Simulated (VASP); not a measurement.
# Sc (I4/mmm) in VASP: notebook

Runs on Sc. Level: r2SCAN. Tasks: single point.

All numbers are computed with VASP 6.6.1; they aren't measurements. Logs are shortened: lines on timing, memory, paths and dates and some standing lists are left out, and cuts for length are marked.

### 1 The cell of the first run

It takes space group I4/mmm (No. 139, tetragonal). The conventional cell has a = 3.211 Å, b = 3.211 Å, c = 4.473 Å, α = 90.00°, β = 90.00°, γ = 90.00°. Within 4.2 Å of Sc (site symmetry 4/mmm) lie 12 Sc at 3.19 to 3.21 Å.

### 2 Single point, r2SCAN (strain -0.0150 x Voigt [1, 0, 0, 0, 0, 0])

Input file POSCAR:

```
Sc
1.0
    0.0000000000      2.2705000000      2.2705000000
    2.2364425000      0.0000000000      2.2705000000
    2.2364425000      2.2705000000      0.0000000000
Sc
1
Direct
    0.0000000000      0.0000000000      0.0000000000
```

Input file INCAR.step1:

```
SYSTEM = Sc
PREC = Accurate
ENCUT = 520
ISMEAR = 0
SIGMA = 0.15
LREAL = .False.
LASPH = .True.
NELM = 100
NBANDS = 12
GGA = PE
ALGO = Normal
EDIFF = 1E-4
LWAVE = .True.
LCHARG = .False.
```

Input file INCAR.step2:

```
SYSTEM = Sc
PREC = Accurate
ENCUT = 520
EDIFF = 1E-6
ISMEAR = 0
SIGMA = 0.15
LREAL = .False.
LASPH = .True.
NELM = 100
ALGO = Normal
ISIF = 2
LWAVE = .False.
LCHARG = .False.
METAGGA = R2SCAN
LMIXTAU = .True.
NBANDS = 12
ISTART = 1
```

Input file KPOINTS:

```
regular mesh
0
Gamma
  18 18 18
  0 0 0
```

Potentials or basis: VASP PAW PBE potentials, release 64 (Sc_sv).

The run is started by

```bash
cat potpaw_PBE.64/Sc_sv/POTCAR > POTCAR
cp INCAR.step1 INCAR
mpirun -np 1 vasp_std > vasp.out
cp INCAR.step2 INCAR
mpirun -np 1 vasp_std > vasp.out
```

OUTCAR:

```text
SYSTEM = Sc
   PREC = Accurate
   ENCUT = 520
   EDIFF = 1E-6
   ISMEAR = 0
   LREAL = .False.
   LASPH = .True.
   NELM = 100
   ISIF = 2
   METAGGA = R2SCAN
   ISTART = 1

 ion  position               nearest neighbor table
   1  0.000  0.000  0.000-

  LATTYP: Found a body centered tetragonal cell.
 ALAT       =     3.2109718934
 C/A-ratio  =     1.3930003589

  Lattice vectors:

 A1 = (  -2.2364425000,   0.0000000000,  -2.2705000000)
 A2 = (  -2.2364425000,   0.0000000000,   2.2705000000)
 A3 = (   2.2364425000,   2.2705000000,   0.0000000000)

Analysis of symmetry for initial positions (statically):
=====================================================================
 Subroutine PRICEL returns:
 Original cell was already a primitive cell.

 Routine SETGRP: Setting up the symmetry group for a
 body centered tetragonal supercell.

 Subroutine GETGRP returns: Found 16 space group operations
 (whereof 16 operations were pure point group operations)
 out of a pool of 16 trial point group operations.

The static configuration has the point symmetry D_4h.

Analysis of symmetry for dynamics (positions and initial velocities):
=====================================================================
 Subroutine PRICEL returns:
 Original cell was already a primitive cell.

 Routine SETGRP: Setting up the symmetry group for a
 body centered tetragonal supercell.

 Subroutine GETGRP returns: Found 16 space group operations
 (whereof 16 operations were pure point group operations)
 out of a pool of 16 trial point group operations.

The dynamic configuration has the point symmetry D_4h.

 Subroutine INISYM returns: Found 16 space group operations
 (whereof 16 operations are pure point group operations),
 and found     1 'primitive' translations

----------------------------------------------------------------------------------------

                                     Primitive cell

  volume of cell :      23.0585

  direct lattice vectors                    reciprocal lattice vectors
     0.000000000  2.270500000  2.270500000    -0.223569352  0.220215811  0.220215811
     2.236442500  0.000000000  2.270500000     0.223569352 -0.220215811  0.220215811
     2.236442500  2.270500000  0.000000000     0.223569352  0.220215811 -0.220215811

  length of vectors
     3.210971893  3.186980594  3.186980594     0.383370920  0.383370920  0.383370920

  position of ions in fractional coordinates (direct lattice)
     0.000000000  0.000000000  0.000000000

  ion indices of the primitive-cell ions
   primitive index   ion index
                 1           1

----------------------------------------------------------------------------------------

 KPOINTS: regular mesh

Automatic generation of k-mesh.
 Grid dimensions read from file:
 generate k-points for:   18   18   18

 Generating k-lattice:

  Cartesian coordinates                     Fractional coordinates (reciprocal lattice)
    -0.012420520  0.012234212  0.012234212     0.055555556 -0.000000000 -0.000000000
     0.012420520 -0.012234212  0.012234212     0.000000000  0.055555556  0.000000000
     0.012420520  0.012234212 -0.012234212     0.000000000  0.000000000  0.055555556

  Length of vectors
     0.021298384  0.021298384  0.021298384

  Shift w.r.t. Gamma in fractional coordinates (k-lattice)
     0.000000000  0.000000000  0.000000000

 Subroutine IBZKPT returns following result:
 ===========================================

 Found    480 irreducible k-points:

 Following reciprocal coordinates:
            Coordinates               Weight
  0.000000  0.000000  0.000000      1.000000
  0.055556  0.000000  0.000000      8.000000
  0.111111  0.000000  0.000000      8.000000
  0.166667  0.000000  0.000000      8.000000
  0.222222  0.000000  0.000000      8.000000
  0.277778  0.000000  0.000000      8.000000
[... 16 lines left out ...]
 -0.277778  0.055556  0.000000     16.000000
 -0.222222  0.055556 -0.000000     16.000000
 [... further k-points ...]
   k-points           NKPTS =    480   k-points in BZ     NKDIM =    480   number of bands    NBANDS=     12
   number of dos      NEDOS =    301   number of ions     NIONS =      1
   total plane-waves  NPLWV =  13824
   dimension x,y,z NGX =    24 NGY =   24 NGZ =   24
   dimension x,y,z NGXF=    48 NGYF=   48 NGZF=   48
   ions per type =               1
   NGX,Y,Z   is equivalent  to a cutoff of  12.43, 12.52, 12.52 a.u.
   NGXF,Y,Z  is equivalent  to a cutoff of  24.85, 25.04, 25.04 a.u.
 SYSTEM =  Sc
   PREC   = accura    normal or accurate (medium, high low for compatibility)
   ISTART =      1    job   : 0-new  1-cont  2-samecut
   ICHARG =      0    charge: 1-file 2-atom 10-const
   ISPIN  =      1    spin polarized calculation?
   LNONCOLLINEAR =      F non collinear calculations
   LSORBIT =      F    spin-orbit coupling
   LASPH  =      T    aspherical Exc in radial PAW
   ENCUT  =  520.0 eV  38.22 Ry    6.18 a.u.   5.97  5.93  5.93*2*pi/ulx,y,z
   NELM   =    100;   NELMIN=  2; NELMDL=  0     # of ELM steps
   EDIFF  = 0.1E-05   stopping-criterion for ELM
   LREAL  =      F    real-space projection
[... 7 lines left out ...]
   TEBEG  =    0.0;   TEEND  =   0.0 temperature during run
   PSTRESS=    0.0 pullay stress
   NELECT =      11.0000    total number of electrons
   NUPDOWN=      -1.0000    fix difference up-down
   EMIN   =  10.00;   EMAX   =-10.00  energy-range for DOS
   EFERMI =   0.00;   METHOD = LEGACY
   ISMEAR =     0;   SIGMA  =   0.15  broadening in eV -4-tet -1-fermi 0-gaus
   EFERMI_NEDOS =   21; number of points for ismear=-14 and -15
   IALGO  =     38    algorithm
   IMIX   =      4    mixing-type and parameters
     AMIX     =   0.40;   BMIX     =  1.00
     AMIX_MAG =   1.60;   BMIX_MAG =  1.00
  volume/ion in A,a.u.               =      23.06       155.61
  Fermi-wavevector in a.u.,A,eV,Ry     =   1.279172  2.417284 22.262941  1.636280
  Thomas-Fermi vector in A             =   2.411672
   LORBIT       =      0    0 simple, 1 ext, 2 COOP (PROOUT), +10 PAW based schemes
   METAGGA = R2SCAN    functional components
   LHFCALC =     F    Hartree Fock is set to
   AEXX    =    0.0000 exact exchange contribution
   IVDW    =     0    specifies the selected vdW correction
   LEPSILON=     F    determine dielectric tensor
   LRPA    =     F    only Hartree local field effects (RPA)
 non-spin polarized calculation
 Gauss-broadening in eV      SIGMA  =   0.15
  energy-cutoff  :      520.00
  volume of cell :       23.06
 maximum number of plane-waves:       636
   NGX = 11   NGY = 11   NGZ = 11

 number of electron      11.0000000 magnetization

 Free energy of the ion-electron system (eV)
  ---------------------------------------------------
  ext. energy  EPLUGINS =         0.00000000
  ---------------------------------------------------
  free energy    TOTEN  =       -11.27435234 eV

  energy without entropy =      -11.25407551  energy(sigma->0) =      -11.26421392

 E-fermi :   4.1947     XC(G=0): -10.9023

 val. band max:        4.1939393066   @ k =  -0.4444   0.1111  -0.0000
 cond. band min:       4.1971844382   @ k =   0.4444   0.1667   0.0000
 fundamental gap:      0.0032451316
 Fermi energy:         4.1946997051

 k-point     1 :       0.0000    0.0000    0.0000
  band No.  band energies     occupation
      1     -47.1660      2.00000
      2     -24.5606      2.00000
      3     -24.5571      2.00000
      4     -24.5571      2.00000
      5      -1.5047      2.00000
      6       6.0586      0.00000
      7       6.0586      0.00000
      8       6.1547      0.00000
      9       7.6255      0.00000
     10       7.7406      0.00000
     11      17.5285      0.00000
     12      21.4189      0.00000

 k-point     2 :       0.0556    0.0000    0.0000
  band No.  band energies     occupation
      1     -47.1635      2.00000
      2     -24.5747      2.00000
      3     -24.5610      2.00000
      4     -24.5593      2.00000
      5      -1.4171      2.00000
      6       6.0064      0.00000
      7       6.0916      0.00000
      8       6.1684      0.00000
      9       7.6013      0.00000
     10       7.7134      0.00000
     11      17.6212      0.00000
     12      20.7549      0.00000

 k-point     3 :       0.1111    0.0000    0.0000
  band No.  band energies     occupation
      1     -47.1564      2.00000
      2     -24.6210      2.00000
      3     -24.5664      2.00000
      4     -24.5654      2.00000
      5      -1.1589      2.00000
      6       5.8169      0.00000
      7       6.1766      0.00000
      8       6.2470      0.00000
      9       7.5476      0.00000
     10       7.6491      0.00000
     11      17.8105      0.00000
     12      19.4526      0.00000
[... 286 lines left out ...]
 k-point    23 :      -0.2778    0.0556    0.0000
  band No.  band energies     occupation
      1     -47.1113      2.00000
      2     -24.8958      2.00000
      3     -24.6185      2.00000
      4     -24.5943      2.00000
      5       0.7226      2.00000
      6       4.8011      0.00000
      7       6.1371      0.00000
      8       6.3383      0.00000
      9       7.7081      0.00000
     10       8.1617      0.00000
     11      14.7097      0.00000
     12      17.9002      0.00000

 k-point    24 :      -0.2222    0.0556   -0.0000
  band No.  band energies     occupation
      1     -47.1254      2.00000
      2     -24.8098      2.00000
      3     -24.6060      2.00000
      4     -24.5832      2.00000
      5       0.0743      2.00000
      6       5.0835      0.00000
      7       6.2409      0.00000
      8       6.4280      0.00000
      9       7.4632      0.00000
     10       7.9051      0.00000
     11      15.9602      0.00000
     12      18.2300      0.00000

 [... further k-points ...]

------------------------ aborting loop because EDIFF is reached ----------------------------------------

  FORCE on cell =-STRESS in cart. coord.  units (eV):
  Direction    XX          YY          ZZ          XY          YZ          ZX
  --------------------------------------------------------------------------------------
  -------------------------------------------------------------------------------------
  Total        0.7719017      0.7434581      0.7434581      0.0000000      0.0000000     -0.0000000
  in kB       53.6342059     51.6578525     51.6578525      0.0000000      0.0000000     -0.0000000
  external PRESSURE =      52.3166369 kB  Pullay stress =       0.0000000 kB

 VOLUME and BASIS-vectors are now :
 -----------------------------------------------------------------------------
  energy-cutoff  :      520.00
  volume of cell :       23.06
      direct lattice vectors                 reciprocal lattice vectors
     0.000000000  2.270500000  2.270500000    -0.223569352  0.220215811  0.220215811
     2.236442500  0.000000000  2.270500000     0.223569352 -0.220215811  0.220215811
     2.236442500  2.270500000  0.000000000     0.223569352  0.220215811 -0.220215811

 POSITION                                       TOTAL-FORCE (eV/Angst)
 -----------------------------------------------------------------------------------
      0.00000      0.00000      0.00000        -0.000000      0.000000      0.000000
 -----------------------------------------------------------------------------------
    total drift:                                0.000000      0.000000     -0.000000

  FREE ENERGIE OF THE ION-ELECTRON SYSTEM (eV)
  ---------------------------------------------------
  free  energy   TOTEN  =       -11.2743523404 eV

  energy  without entropy=      -11.2540755062  energy(sigma->0) =      -11.26421392
```

Wall time 1.9 min (1 thread of Intel Xeon 6975P-C (Granite Rapids), shared host); peak memory 0.24 GiB.

Results:

```yaml
Free_energy: -11.2744 eV
Pressure: 5.2 GPa
Band_gap_on_the_k_mesh: zero (an odd number of electrons rules out a gap without spin polarisation)
```

Caveat: the cell differs from its parent crystal (strain -0.0150 x Voigt [1, 0, 0, 0, 0, 0]); the cell stands under pressure; the PAW data sets were made with another functional, which shifts forces and pressure a little.

### 3 Single point, r2SCAN (strain +0.0150 x Voigt [1, 0, 0, 0, 0, 0])

Input file POSCAR:

```
Sc
1.0
    0.0000000000      2.2705000000      2.2705000000
    2.3045575000      0.0000000000      2.2705000000
    2.3045575000      2.2705000000      0.0000000000
Sc
1
Direct
    0.0000000000      0.0000000000      0.0000000000
```

Input file INCAR.step1:

```
SYSTEM = Sc
  PREC = Accurate
  ENCUT = 520
  ISMEAR = 0
  SIGMA = 0.15
  LREAL = .FALSE.
  LASPH = .TRUE.
  NELM = 100
  NBANDS = 12
  GGA = PE
  ALGO = Normal
  EDIFF = 1E-4
  LWAVE = .TRUE.
  LCHARG = .FALSE.
```

Input file INCAR.step2:

```
SYSTEM = Sc
  PREC = Accurate
  ENCUT = 520
  EDIFF = 1E-7
  ISMEAR = 0
  SIGMA = 0.15
  LREAL = .FALSE.
  LASPH = .TRUE.
  NELM = 100
  ALGO = Normal
  ISIF = 2
  LWAVE = .FALSE.
  LCHARG = .FALSE.
  METAGGA = R2SCAN
  LMIXTAU = .TRUE.
  NBANDS = 12
  ISTART = 1
```

Input file KPOINTS:

```
Automatic mesh
0
G
  18 18 18
  0 0 0
```

Potentials or basis: VASP PAW PBE potentials, release 64 (Sc_sv).

The run is started by

```bash
cat potpaw_PBE.64/Sc_sv/POTCAR > POTCAR
cp INCAR.step1 INCAR
mpirun -np 1 vasp_std > vasp.out
cp INCAR.step2 INCAR
mpirun -np 1 vasp_std > vasp.out
```

Wall time 2.4 min (1 thread of Intel Xeon 6975P-C (Granite Rapids), shared host); peak memory 0.24 GiB.

Results (log left out):

| Quantity | Value |
| --- | --- |
| Free energy | -11.2934 eV |
| Pressure | 3.4 GPa |
| Band gap on the k mesh | zero (an odd number of electrons rules out a gap without spin polarisation) |

Stress tensor (GPa, compression positive):
```
3.21 0.00 0.00
0.00 3.43 0.00
0.00 0.00 3.43
```

Levels at points of the mesh, in eV from the Fermi level:
| k point | band 2 | band 3 | band 4 | band 5 | band 6 | band 7 | band 8 | band 9 |
| --- | --- | --- | --- | --- | --- | --- | --- | --- |
| (0.00, 0.00, 0.00) | -28.86 | -28.86 | -28.86 | -5.64 | 1.79 | 1.88 | 1.88 | 3.33 |
| (0.50, 0.00, 0.00) | -29.33 | -28.92 | -28.92 | -1.88 | 0.12 | 1.67 | 1.78 | 4.30 |
| (0.50, 0.50, 0.00) | -29.30 | -29.03 | -29.02 | -1.66 | -0.66 | 2.09 | 4.34 | 4.53 |
| (0.00, 0.50, 0.50) | -29.29 | -29.02 | -29.02 | -1.67 | -0.61 | 1.84 | 4.34 | 4.57 |

Caveat: the cell differs from its parent crystal (strain +0.0150 x Voigt [1, 0, 0, 0, 0, 0]); the cell stands under pressure; the PAW data sets were made with another functional, which shifts forces and pressure a little.

### 4 Single point, r2SCAN (strain +0.0300 x Voigt [1, 0, 0, 0, 0, 0])

Input file POSCAR:

```
Sc
1.0
    0.0000000000      2.2705000000      2.2705000000
    2.3386150000      0.0000000000      2.2705000000
    2.3386150000      2.2705000000      0.0000000000
Sc
1
Direct
    0.0000000000      0.0000000000      0.0000000000
```

Input file INCAR.step1:

```
SYSTEM = Sc
PREC = Accurate
ENCUT = 520
ISMEAR = 0
SIGMA = 0.15
LREAL = .FALSE.
LASPH = .TRUE.
NELM = 60
NBANDS = 12
GGA = PE
ALGO = Normal
EDIFF = 1E-4
LWAVE = .TRUE.
LCHARG = .FALSE.
```

Input file INCAR.step2:

```
SYSTEM = Sc
PREC = Accurate
ENCUT = 520
EDIFF = 1E-6
ISMEAR = 0
SIGMA = 0.15
LREAL = .FALSE.
LASPH = .TRUE.
NELM = 60
ALGO = Normal
ISIF = 2
LWAVE = .FALSE.
LCHARG = .FALSE.
METAGGA = R2SCAN
LMIXTAU = .TRUE.
NBANDS = 12
ISTART = 1
```

KPOINTS is that of step 3.

The run is started by

```bash
cat potpaw_PBE.64/Sc_sv/POTCAR > POTCAR
cp INCAR.step1 INCAR
mpirun -np 1 vasp_std > vasp.out
cp INCAR.step2 INCAR
mpirun -np 1 vasp_std > vasp.out
```

Wall time 2.1 min (1 thread of Intel Xeon 6975P-C (Granite Rapids), shared host); peak memory 0.25 GiB.

It converged, with:

```yaml
Free_energy: -11.2994 eV
Pressure: 2.5 GPa
Band_gap_on_the_k_mesh: zero (an odd number of electrons rules out a gap without spin polarisation)
```

Stress tensor (GPa, compression positive):
```
2.16 0.00 0.00
0.00 2.62 0.00
0.00 0.00 2.62
```

Levels at points of the mesh, in eV from the Fermi level:
```tsv
k point	band 2	band 3	band 4	band 5	band 6	band 7	band 8	band 9
(0.00, 0.00, 0.00)	-28.91	-28.91	-28.91	-5.61	1.71	1.90	1.90	3.22
(0.50, 0.00, 0.00)	-29.36	-28.97	-28.96	-1.86	0.09	1.60	1.81	4.21
(0.50, 0.50, 0.00)	-29.33	-29.09	-29.06	-1.62	-0.64	2.11	4.26	4.42
(0.00, 0.50, 0.50)	-29.32	-29.06	-29.06	-1.65	-0.55	1.64	4.27	4.49
```

Caveat: the cell differs from its parent crystal (strain +0.0300 x Voigt [1, 0, 0, 0, 0, 0]); the PAW data sets were made with another functional, which shifts forces and pressure a little.

### 5 The runs side by side

```csv
cell,gap on the mesh (eV),pressure (GPa)
"a = 3.211, b = 3.187, c = 3.187 Å, angles 60.5, 59.8, 59.8°, 1 atom",none,5.2
"a = 3.211, b = 3.235, c = 3.235 Å, angles 59.5, 60.2, 60.2°, 1 atom",none,3.4
"a = 3.211, b = 3.259, c = 3.259 Å, angles 59.0, 60.5, 60.5°, 1 atom",none,2.5
```

Alike in all rows: task single point; level r2SCAN; potentials or basis VASP PAW PBE potentials, release 64 (Sc_sv); no spin polarisation; k mesh 18 × 18 × 18; cutoff (eV) 520; smearing gaussian 0.15 eV.

Caveats: the PAW data sets were made with another functional, which shifts forces and pressure a little; the cell stands under pressure (at least some runs).

Absolute energies hang on the potentials; compare differences alone.
